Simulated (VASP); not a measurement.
Wanted: the native input for a VASP 6.6.1 run.

```
Task                   : single point
Functional             : PBE
Potentials or basis    : VASP PAW PBE potentials, release 64 (Al)
Cutoff                 : 520 eV
k mesh                 : 19 × 19 × 11
Occupations            : fermi-dirac, width 0.08 eV
Spin                   : no spin polarisation
Dipole correction      : no
Further INCAR settings : ALGO = Normal; EDIFF = 1e-06; NBANDS = 10
```

The structure of Al lies in POSCAR:

```
Al
1.0
    2.2679449336      0.0000000000      0.0000000000
   -1.1339724668      1.9640979269      0.0000000000
    0.0000000000      0.0000000000      3.6823072538
Al
2
Direct
    0.3333333333      0.6666666667      0.2500000000
    0.6666666667      0.3333333333      0.7500000000
```

These files were run (other wordings do the same):

INCAR

```
ALGO     = Normal         # electronic algorithm
EDIFF    = 1E-6           # SCF threshold, eV
ENCUT    = 520            # plane-wave cutoff, eV
GGA      = PE             # functional
ISIF     = 2              # what is computed and relaxed
ISMEAR   = -1             # smearing method
LASPH    = True           # aspherical terms in the spheres
LCHARG   = False          # write CHGCAR
LREAL    = False          # projectors in reciprocal space
LWAVE    = False          # write WAVECAR
NBANDS   = 10             # bands
NELM     = 100            # most SCF steps
PREC     = Accurate       # precision mode
SIGMA    = 0.08           # smearing width, eV
```

KPOINTS

```
k-points
0
Gamma
  19 19 11
```

Potentials or basis: VASP PAW PBE potentials, release 64 (Al).

Run with:

```sh
$ cat potpaw_PBE.64/Al/POTCAR > POTCAR
$ mpirun -np 1 vasp_std > vasp.out
```

Results of the run:

- Pressure: 231.3 GPa
- Band gap on the k mesh: zero (band 3 reaches 22.29 eV, above the bottom of band 4 at 13.64 eV)

It took 39 s on 1 thread of AMD EPYC 7R13, with other jobs on the host, peak memory 0.11 GiB.
